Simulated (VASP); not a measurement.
Here is a VASP 6.6.1 calculation.

Contents of INCAR:

```
ALGO = Normal
EDIFF = 1E-6
EDIFFG = -0.02
ENCUT = 600
GGA = PS
IBRION = 2
ISIF = 8
ISMEAR = 0
ISPIN = 2
LASPH = T
LCHARG = F
LMAXMIX = 4
LORBIT = 11
LREAL = F
LWAVE = F
MAGMOM = 3.5
NELM = 150
NSW = 50
PREC = Accurate
SIGMA = 0.02
```

The input KPOINTS:

```
k-points
0
Gamma
  12 12 12
```

Contents of POSCAR:

```
Fe
1.0
   -1.4430000000      1.4430000000      1.4430000000
    1.4430000000     -1.4430000000      1.4430000000
    1.4430000000      1.4430000000     -1.4430000000
Fe
1
Direct
    0.0000000000      0.0000000000      0.0000000000
```

Potentials or basis: VASP PAW PBE potentials, release 64 (Fe).

Launch:

```bash
$ cat potpaw_PBE.64/Fe/POTCAR > POTCAR
$ mpirun -np 1 vasp_std > vasp.out
```

Problem. Predict the net moment.

Solution. 2.07 μB per cell.

Problem. Predict the relaxed volume.

Solution. 10.79 Å³/atom.

Problem. Estimate the space group after relaxing (to 0.1 Å).

Solution. Im-3m (No. 229).

Problem. What does it give for the relaxed cell?

Solution. a = 2.411 Å, b = 2.411 Å, c = 2.411 Å, α = 109.47°, β = 109.47°, γ = 109.47°.

Final structure:
```cif
data_structure
_symmetry_space_group_name_H-M 'P 1'
_symmetry_Int_Tables_number 1
_cell_length_a 2.4112
_cell_length_b 2.4112
_cell_length_c 2.4112
_cell_angle_alpha 109.471
_cell_angle_beta 109.471
_cell_angle_gamma 109.471
_cell_volume 10.79
loop_
_atom_site_label
_atom_site_type_symbol
_atom_site_fract_x
_atom_site_fract_y
_atom_site_fract_z
_atom_site_occupancy
Fe1 Fe 0.00000 0.00000 0.00000 1
```

Caveat: the PAW data sets were made with another functional, which shifts forces and pressure a little.
